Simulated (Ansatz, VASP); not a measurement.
Two plane-wave programs on KF

```
K F
1.0
     0.00000    2.71054    2.30396
     2.90027    0.00000    2.30396
     2.90027    2.71054    0.00000
K F
1 1
Direct
  0.00000 0.00000 0.00000
  0.50000 0.50000 0.50000
```

Change from the starting cell: normal strain along x +0.0700, normal strain along z -0.1500.

Alike in both runs: task single point; functional PBE; k mesh 8 × 8 × 8; occupations gaussian, width 0.05 eV; no spin polarisation.

|  | VASP | Ansatz |
| --- | --- | --- |
| version | VASP 6.6.1 | Ansatz 0.2.0 |
| potentials or method | VASP PAW PBE potentials, release 64 (K_sv, F), cutoff 520 eV | scalar-relativistic, plane waves, PAW |
| valence electrons in the cell | 16 | 16 |

Ansatz gave:

```
gap on the k mesh at the Fermi level (eV)                     : 5.73
least direct gap on the mesh (eV)                             : 5.75
pressure (GPa)                                                : 8.4
traceless stress, the component that is largest in VASP (GPa) : 15.28
```

Estimate VASP's values.

gap on the k mesh at the Fermi level (eV): 5.71; least direct gap on the mesh (eV): 5.72; pressure (GPa): 8.7; traceless stress, the component that is largest in VASP (GPa): 15.88.
